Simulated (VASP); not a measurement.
# Ir2Pt (Fd-3m) in VASP: notebook

The runs below take Ir2Pt through single point, with PBE.

Everything below comes from runs of VASP 6.6.1. Logs are shortened: lines on timing, memory, paths and dates and some standing lists are left out, and cuts for length are marked.

## (1) The cell of the first run

It takes space group Fd-3m (No. 227, cubic). Conventional cell: a = 7.090 Å, b = 7.090 Å, c = 7.090 Å, α = 90.00°, β = 90.00°, γ = 90.00°. Ir (site symmetry -3m) has 6 Ir at 2.51 Å and 6 Pt at 2.94 Å within 3.3 Å. Within 3.9 Å of Pt (site symmetry -43m) lie 12 Ir at 2.94 Å and 4 Pt at 3.07 Å.

## (2) Single point, PBE

Input file INCAR:

```
SYSTEM = Ir2Pt
ALGO = Normal
EDIFF = 1E-6
ENCUT = 500
GGA = PE
GGA_COMPAT = .False.
ISIF = 2
ISMEAR = 0
LASPH = .True.
LCHARG = .True.
LELF = .True.
LREAL = .False.
LVHAR = .True.
LWAVE = .False.
NBANDS = 37
NELM = 120
PREC = Accurate
SIGMA = 0.1
```

Input file KPOINTS:

```
k-points
0
Gamma
  4 4 4
  0 0 0
```

Input file POSCAR:

```
Ir2Pt
1.0
    0.0000000000      3.5450991200      3.5450991200
    3.5450991200      0.0000000000      3.5450991200
    3.5450991200      3.5450991200      0.0000000000
Ir Pt
4 2
Direct
    0.6250000000      0.1250000000      0.1250000000
    0.1250000000      0.1250000000      0.1250000000
    0.1250000000      0.1250000000      0.6250000000
    0.1250000000      0.6250000000      0.1250000000
    0.5000000000      0.5000000000      0.5000000000
    0.7500000000      0.7500000000      0.7500000000
```

Potentials or basis: VASP PAW PBE potentials, release 64 (Ir, Pt).

Command:

```bash
$ cat potpaw_PBE.64/Ir/POTCAR potpaw_PBE.64/Pt/POTCAR > POTCAR
$ mpirun -np 1 vasp_std > vasp.out
```

OUTCAR:

```text
SYSTEM = Ir2Pt
   EDIFF = 1E-6
   ENCUT = 500
   GGA = PE
   ISIF = 2
   ISMEAR = 0
   LASPH = .True.
   LREAL = .False.
   NELM = 120
   PREC = Accurate

 ion  position               nearest neighbor table
   1  0.625  0.125  0.125-   2 2.51   3 2.51   4 2.51   2 2.51   3 2.51   4 2.51   5 2.94   6 2.94
                             6 2.94   5 2.94   5 2.94   6 2.94
   2  0.125  0.125  0.125-   1 2.51   3 2.51   4 2.51   3 2.51   4 2.51   1 2.51   6 2.94   5 2.94
                             6 2.94   5 2.94   6 2.94   5 2.94
   3  0.125  0.125  0.625-   2 2.51   1 2.51   2 2.51   4 2.51   4 2.51   1 2.51   6 2.94   5 2.94
                             6 2.94   5 2.94   6 2.94   5 2.94
   4  0.125  0.625  0.125-   2 2.51   3 2.51   1 2.51   2 2.51   3 2.51   1 2.51   5 2.94   6 2.94
                             6 2.94   5 2.94   6 2.94   5 2.94
   5  0.500  0.500  0.500-   2 2.94   3 2.94   2 2.94   3 2.94   1 2.94   4 2.94   1 2.94   4 2.94
                             1 2.94   4 2.94   3 2.94   2 2.94   6 3.07   6 3.07   6 3.07   6 3.07
   6  0.750  0.750  0.750-   1 2.94   4 2.94   1 2.94   4 2.94   2 2.94   3 2.94   2 2.94   3 2.94
                             3 2.94   1 2.94   2 2.94   4 2.94   5 3.07   5 3.07   5 3.07   5 3.07

  LATTYP: Found a face centered cubic cell.
 ALAT       =     7.0901982400

  Lattice vectors:

 A1 = (   0.0000000000,   3.5450991200,   3.5450991200)
 A2 = (   3.5450991200,   0.0000000000,   3.5450991200)
 A3 = (   3.5450991200,   3.5450991200,   0.0000000000)

Analysis of symmetry for initial positions (statically):
=====================================================================
 Subroutine PRICEL returns:
 Original cell was already a primitive cell.

 Routine SETGRP: Setting up the symmetry group for a
 face centered cubic supercell.

 Subroutine GETGRP returns: Found 48 space group operations
 (whereof 24 operations were pure point group operations)
 out of a pool of 48 trial point group operations.

The static configuration has the point symmetry T_d .
 The point group associated with its full space group is O_h .

Analysis of symmetry for dynamics (positions and initial velocities):
=====================================================================
 Subroutine PRICEL returns:
 Original cell was already a primitive cell.

 Routine SETGRP: Setting up the symmetry group for a
 face centered cubic supercell.

 Subroutine GETGRP returns: Found 48 space group operations
 (whereof 24 operations were pure point group operations)
 out of a pool of 48 trial point group operations.

The dynamic configuration has the point symmetry T_d .
 The point group associated with its full space group is O_h .

[... 94 lines left out ...]
   NFREE  =      0    steps in history (QN), initial steepest desc. (CG)
   ISIF   =      2    stress and relaxation
   ISYM   =      2    0-nonsym 1-usesym 2-fastsym
   POTIM  = 0.5000    time-step for ionic-motion
   TEBEG  =    0.0;   TEEND  =   0.0 temperature during run
   PSTRESS=    0.0 pullay stress
   NELECT =      56.0000    total number of electrons
   NUPDOWN=      -1.0000    fix difference up-down
   EMIN   =  10.00;   EMAX   =-10.00  energy-range for DOS
   EFERMI =   0.00;   METHOD = LEGACY
   ISMEAR =     0;   SIGMA  =   0.10  broadening in eV -4-tet -1-fermi 0-gaus
   EFERMI_NEDOS =   21; number of points for ismear=-14 and -15
   IALGO  =     38    algorithm
   IMIX   =      4    mixing-type and parameters
     AMIX     =   0.40;   BMIX     =  1.00
     AMIX_MAG =   1.60;   BMIX_MAG =  1.00
  volume/ion in A,a.u.               =      14.85       100.22
  Fermi-wavevector in a.u.,A,eV,Ry     =   1.402273  2.649911 26.754068  1.966369
  Thomas-Fermi vector in A             =   2.525051
   LORBIT       =      0    0 simple, 1 ext, 2 COOP (PROOUT), +10 PAW based schemes
   GGA     = PE    functional components
   LHFCALC =     F    Hartree Fock is set to
   AEXX    =    0.0000 exact exchange contribution
   IVDW    =     0    specifies the selected vdW correction
   LEPSILON=     F    determine dielectric tensor
   LRPA    =     F    only Hartree local field effects (RPA)
 non-spin polarized calculation
 Gauss-broadening in eV      SIGMA  =   0.10
  energy-cutoff  :      500.00
  volume of cell :       89.11
 maximum number of plane-waves:      2276
 NGX is ok and might be reduce to    40
   NGX = 19   NGY = 19   NGZ = 19

 number of electron      55.9999999 magnetization

 Free energy of the ion-electron system (eV)
  ---------------------------------------------------
  ext. energy  EPLUGINS =         0.00000000
  ---------------------------------------------------
  free energy    TOTEN  =       -43.30010878 eV

  energy without entropy =      -43.25402410  energy(sigma->0) =      -43.27706644

 E-fermi :  10.2262     XC(G=0): -13.5849

 val. band max:       10.1972305305   @ k =   0.2500   0.2500   0.0000
 cond. band min:      10.3186948223   @ k =  -0.2500   0.5000   0.2500
 fundamental gap:      0.1214642918
 Fermi energy:        10.2262303214

 k-point     1 :       0.0000    0.0000    0.0000
  band No.  band energies     occupation
      1      -0.8156      2.00000
      2       1.3148      2.00000
      3       2.7420      2.00000
      4       2.7420      2.00000
      5       2.7420      2.00000
      6       4.5263      2.00000
[... 309 lines left out ...]
     36      16.6380      0.00000
     37      16.8234      0.00000

------------------------ aborting loop because EDIFF is reached ----------------------------------------

  FORCE on cell =-STRESS in cart. coord.  units (eV):
  Direction    XX          YY          ZZ          XY          YZ          ZX
  --------------------------------------------------------------------------------------
  -------------------------------------------------------------------------------------
  Total       13.9160930     13.9160930     13.9160930      0.0000000     -0.0000000      0.0000000
  in kB      250.2146652    250.2146652    250.2146652      0.0000000     -0.0000000      0.0000000
  external PRESSURE =     250.2146652 kB  Pullay stress =       0.0000000 kB

 VOLUME and BASIS-vectors are now :
 -----------------------------------------------------------------------------
  energy-cutoff  :      500.00
  volume of cell :       89.11
      direct lattice vectors                 reciprocal lattice vectors
     0.000000000  3.545099120  3.545099120    -0.141039780  0.141039780  0.141039780
     3.545099120  0.000000000  3.545099120     0.141039780 -0.141039780  0.141039780
     3.545099120  3.545099120  0.000000000     0.141039780  0.141039780 -0.141039780

 POSITION                                       TOTAL-FORCE (eV/Angst)
 -----------------------------------------------------------------------------------
      0.88627      2.65882      2.65882         0.000000      0.000000      0.000000
      0.88627      0.88627      0.88627         0.000000      0.000000      0.000000
      2.65882      2.65882      0.88627         0.000000      0.000000      0.000000
      2.65882      0.88627      2.65882         0.000000      0.000000      0.000000
      3.54510      3.54510      3.54510        -0.000000     -0.000000     -0.000000
      5.31765      5.31765      5.31765         0.000000     -0.000000     -0.000000
 -----------------------------------------------------------------------------------
    total drift:                               -0.000000     -0.000000      0.000000

  FREE ENERGIE OF THE ION-ELECTRON SYSTEM (eV)
  ---------------------------------------------------
  free  energy   TOTEN  =       -43.3001087850 eV

  energy  without entropy=      -43.2540240983  energy(sigma->0) =      -43.27706644
```

OSZICAR:

```text
N       E                     dE             d eps       ncg     rms          rms(c)
DAV:   1     0.558736889432E+03    0.55874E+03   -0.25462E+04   592   0.147E+03
DAV:   2    -0.131239447983E+02   -0.57186E+03   -0.54438E+03   597   0.430E+02
DAV:   3    -0.443333384992E+02   -0.31209E+02   -0.28479E+02   753   0.107E+02
DAV:   4    -0.455098338108E+02   -0.11765E+01   -0.11597E+01   669   0.190E+01
DAV:   5    -0.455430926013E+02   -0.33259E-01   -0.33242E-01   666   0.308E+00    0.399E+01
DAV:   6    -0.437842909370E+02    0.17588E+01   -0.40886E+00   627   0.132E+01    0.200E+01
DAV:   7    -0.444079583352E+02   -0.62367E+00   -0.56556E+00   805   0.230E+01    0.123E+01
DAV:   8    -0.433340332343E+02    0.10739E+01   -0.53519E+00   808   0.157E+01    0.311E+00
DAV:   9    -0.432996235519E+02    0.34410E-01   -0.13580E-01   617   0.267E+00    0.417E-01
DAV:  10    -0.433001113955E+02   -0.48784E-03   -0.80960E-03   689   0.803E-01    0.160E-01
DAV:  11    -0.433001110693E+02    0.32621E-06   -0.53132E-04   653   0.144E-01    0.598E-02
DAV:  12    -0.433001176523E+02   -0.65830E-05   -0.12999E-04   643   0.807E-02    0.292E-02
DAV:  13    -0.433001091981E+02    0.84542E-05   -0.13505E-05   671   0.360E-02    0.308E-03
DAV:  14    -0.433001087850E+02    0.41314E-06   -0.58827E-07   336   0.559E-03
   1 F= -.43300109E+02 E0= -.43277066E+02  d E =-.460847E-01
```

It took 27 s on 1 thread of Intel Xeon 6975P-C (Granite Rapids), shared host; peak memory 0.24 GiB.

Results:

```
Free energy            : -43.3001 eV
Pressure               : 25.0 GPa
Band gap on the k mesh : zero (band 28 reaches 10.91 eV, above the bottom of band 29 at 9.98 eV)
```

Caveat: the k points lie up to 0.38 Å⁻¹ apart; spin-orbit coupling is left out, which moves the levels of the heavy elements.

## (3) Single point, PBE

This run uses another cell than the first one, of 16.06 Å³/atom, 1.081 times its volume.

Input file INCAR:

```
SYSTEM = Ir2Pt
PREC = Accurate
ENCUT = 500
EDIFF = 1E-6
ISMEAR = 0
SIGMA = 0.1
LREAL = .False.
LASPH = .True.
NELM = 120
ALGO = Normal
ISIF = 2
LWAVE = .False.
LCHARG = .False.
GGA = PE
NBANDS = 37
GGA_COMPAT = .False.
```

Input file KPOINTS:

```
regular mesh
0
Gamma
  4 4 4
  0 0 0
```

Changes to POSCAR since step 2:

```diff
@@ -2,5 +2,5 @@
 1.0
-    0.0000000000      3.5450991200      3.5450991200
-    3.5450991200      0.0000000000      3.5450991200
-    3.5450991200      3.5450991200      0.0000000000
+    0.0000000000      3.6385648868      3.6385648868
+    3.6385648868      0.0000000000      3.6385648868
+    3.6385648868      3.6385648868      0.0000000000
 Ir Pt
```

Potentials or basis: VASP PAW PBE potentials, release 64 (Ir, Pt).

Command:

```bash
$ cat potpaw_PBE.64/Ir/POTCAR potpaw_PBE.64/Pt/POTCAR > POTCAR
$ mpirun -np 1 vasp_std > vasp.out
```

OUTCAR:

```text
SYSTEM = Ir2Pt
   PREC = Accurate
   ENCUT = 500
   EDIFF = 1E-6
   ISMEAR = 0
   LREAL = .False.
   LASPH = .True.
   NELM = 120
   ISIF = 2
   GGA = PE

 ion  position               nearest neighbor table
   1  0.625  0.125  0.125-   2 2.57   3 2.57   4 2.57   2 2.57   3 2.57   4 2.57   5 3.02   6 3.02
                             6 3.02   5 3.02   5 3.02   6 3.02
   2  0.125  0.125  0.125-   1 2.57   3 2.57   4 2.57   3 2.57   4 2.57   1 2.57   6 3.02   5 3.02
                             6 3.02   5 3.02   6 3.02   5 3.02
   3  0.125  0.125  0.625-   2 2.57   1 2.57   2 2.57   4 2.57   4 2.57   1 2.57   6 3.02   5 3.02
[... 517 lines left out ...]
  -------------------------------------------------------------------------------------
  Total        0.1182668      0.1182668      0.1182668     -0.0000000      0.0000000      0.0000000
  in kB        1.9667671      1.9667671      1.9667671     -0.0000000      0.0000000      0.0000000
  external PRESSURE =       1.9667671 kB  Pullay stress =       0.0000000 kB

 VOLUME and BASIS-vectors are now :
 -----------------------------------------------------------------------------
  energy-cutoff  :      500.00
  volume of cell :       96.34
      direct lattice vectors                 reciprocal lattice vectors
     0.000000000  3.638564887  3.638564887    -0.137416816  0.137416816  0.137416816
     3.638564887  0.000000000  3.638564887     0.137416816 -0.137416816  0.137416816
     3.638564887  3.638564887  0.000000000     0.137416816  0.137416816 -0.137416816

 POSITION                                       TOTAL-FORCE (eV/Angst)
 -----------------------------------------------------------------------------------
      0.90964      2.72892      2.72892        -0.000000     -0.000000      0.000000
      0.90964      0.90964      0.90964        -0.000000     -0.000000      0.000000
      2.72892      2.72892      0.90964        -0.000000     -0.000000      0.000000
      2.72892      0.90964      2.72892        -0.000000     -0.000000      0.000000
      3.63856      3.63856      3.63856         0.000000      0.000000      0.000000
      5.45785      5.45785      5.45785        -0.000000     -0.000000     -0.000000
 -----------------------------------------------------------------------------------
    total drift:                               -0.000000     -0.000000      0.000000

  FREE ENERGIE OF THE ION-ELECTRON SYSTEM (eV)
  ---------------------------------------------------
  free  energy   TOTEN  =       -43.8312232289 eV

  energy  without entropy=      -43.7789234006  energy(sigma->0) =      -43.80507331
```

It took 20 s on 1 thread of Intel Xeon 6975P-C (Granite Rapids), shared host; peak memory 0.24 GiB.

What came out:

```yaml
Free_energy: -43.8312 eV
Pressure: 0.2 GPa
Band_gap_on_the_k_mesh: zero (band 28 reaches 9.51 eV, above the bottom of band 29 at 8.70 eV)
```

Caveat: the k points lie up to 0.37 Å⁻¹ apart; spin-orbit coupling is left out, which moves the levels of the heavy elements.
